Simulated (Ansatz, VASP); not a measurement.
CaAl2Ge2 in VASP and in Ansatz

INCAR

```
SYSTEM = CaAl2Ge2
  PREC = Accurate
  ENCUT = 520
  EDIFF = 1E-6
  ISMEAR = -1
  SIGMA = 0.1
  LREAL = .FALSE.
  LASPH = .TRUE.
  NELM = 100
  ALGO = Normal
  ISIF = 2
  LWAVE = .FALSE.
  LCHARG = .FALSE.
  GGA = CA
  NBANDS = 30
```

KPOINTS

```
Automatic mesh
0
G
  6 6 4
  0 0 0
```

The input POSCAR:

```
CaAl2Ge2
1.0
    4.2443695464      0.0000000000      0.0000000000
   -2.1221847732      3.6757364406      0.0000000000
    0.0000000000      0.0000000000      7.2943717340
Ca Al Ge
1 2 2
Direct
    0.0000000000      0.0000000000      0.0000000000
    0.3333333333      0.6666666667      0.6293000000
    0.6666666667      0.3333333333      0.3707000000
    0.3333333333      0.6666666667      0.2621700000
    0.6666666667      0.3333333333      0.7378300000
```

Input for Ansatz:

```yaml
crystal:
  lattice:
    - [4.2443695464231475, 0.0, 0.0]
    - [-2.1221847732115737, 3.6757364406395086, 0.0]
    - [0.0, 0.0, 7.2943717339531595]
  atoms:
    - { symbol: Ca, position: [0.0, 0.0, 0.0] }
    - { symbol: Al, position: [0.3333333333333333, 0.6666666666666666, 0.6293] }
    - { symbol: Al, position: [0.6666666666666666, 0.3333333333333333, 0.3707] }
    - { symbol: Ge, position: [0.3333333333333333, 0.6666666666666666, 0.26217] }
    - { symbol: Ge, position: [0.6666666666666666, 0.3333333333333333, 0.73783] }
basis:
  ecutwfc: 500.0
kpoints:
  mp_grid:
    grid: [6, 6, 4]
hamiltonian:
  xc: lda
scf:
  occupations:
    method: fermi_dirac
    width: 0.1
output:
  stress: true
```

Alike in both runs: task single point; functional LDA; k mesh 6 × 6 × 4; occupations fermi-dirac, width 0.1 eV; no spin polarisation.

|  | VASP | Ansatz |
| --- | --- | --- |
| version | VASP 6.6.1 | Ansatz 0.2.0 |
| potentials or method | VASP PAW LDA potentials, release 64 (Ca_sv, Al, Ge_d), cutoff 520 eV | plane waves, PAW |
| valence electrons in the cell | 44 | 44 |

VASP gave:

- pressure (GPa): -5.5
- traceless stress, the component that is largest in VASP (GPa): -0.59

Problem. Estimate Ansatz's values.

Solution. Pressure (GPa): -5.6; traceless stress, the component that is largest in VASP (GPa): -0.59.

LDA's correlation is that of Perdew and Zunger in VASP and of Perdew and Wang (1992) in Ansatz. Ansatz's warnings: structure snapped to symmetry.
